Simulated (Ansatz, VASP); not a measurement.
W in VASP and in Ansatz

Contents of POSCAR:

```
W
1.0
   -1.5843850200      1.5843850200      1.5843850200
    1.5843850200     -1.5843850200      1.5843850200
    1.5843850200      1.5843850200     -1.5843850200
W
1
Direct
    0.0000000000      0.0000000000      0.0000000000
```

INCAR.step1

```
SYSTEM = W
PREC = Accurate
ENCUT = 520
ISMEAR = -1
SIGMA = 0.1
LREAL = .FALSE.
LASPH = .TRUE.
NELM = 60
NBANDS = 13
GGA = PE
ALGO = Normal
EDIFF = 1E-4
LWAVE = .TRUE.
LCHARG = .FALSE.
```

The input INCAR.step2:

```
SYSTEM = W
PREC = Accurate
ENCUT = 520
EDIFF = 1E-6
ISMEAR = -1
SIGMA = 0.1
LREAL = .FALSE.
LASPH = .TRUE.
NELM = 60
ALGO = Normal
ISIF = 2
LWAVE = .FALSE.
LCHARG = .FALSE.
METAGGA = R2SCAN
LMIXTAU = .TRUE.
NBANDS = 13
ISTART = 1
```

Contents of KPOINTS:

```
regular mesh
0
G
  15 15 15
  0 0 0
```

Input for Ansatz:

```yaml
crystal:
  lattice:
    - [-1.58438502, 1.58438502, 1.58438502]
    - [1.58438502, -1.58438502, 1.58438502]
    - [1.58438502, 1.58438502, -1.58438502]
  atoms:
    - { symbol: W, position: [0.0, 0.0, 0.0] }
  symmetry: { tolerance: 0.0003 }
kpoints:
  mp_grid: { grid: [15, 15, 15], shift: [0, 0, 0] }
  band_path:
    path:
      - [0.0, 0.0, 0.0]
      - [0.5, -0.5, 0.5]
      - [0.0, 0.0, 0.5]
      - [0.0, 0.0, 0.0]
      - [0.25, 0.25, 0.25]
      - [0.5, -0.5, 0.5]
      - [0.25, 0.25, 0.25]
      - [0.0, 0.0, 0.5]
    npoints: 20
magnetization:
  spin_polarized: false
scf:
  occupations: { method: fermi_dirac }
  lower_state_search: "off"
  max_iter: 200
hamiltonian:
  pseudopotentials: { kind: paw }
  xc: r2scan
basis:
  ecutwfc: 500
  fft_grid_basis: typed
output:
  forces: true
  stress: true
  eigenvalues: true
  bader: true
  populations: true
  elf: true
  write_potential: true
  volumetric_format: npy
  dos:
    e_range: [-12, 8]
    de: 0.05
    projected: { site_lists: { W: [W] } }
checkpoint:
  read: saved_state
```

Alike in both runs: task single point; functional r2SCAN; k mesh 15 × 15 × 15; no spin polarisation.

|  | VASP | Ansatz |
| --- | --- | --- |
| version | VASP 6.6.1 | Ansatz 0.2.0 |
| potentials or method | VASP PAW PBE potentials, release 64 (W_sv), cutoff 520 eV | PAW plane waves |
| occupations | fermi-dirac, width 0.1 eV | fermi-dirac |
| valence electrons in the cell | 14 | 14 |

```tsv
	VASP	Ansatz	Ansatz less VASP
pressure (GPa)	1.2	0.0	-1.22
```

VASP's potentials were made for PBE, not for r2SCAN.

Neither program's run includes spin-orbit coupling.
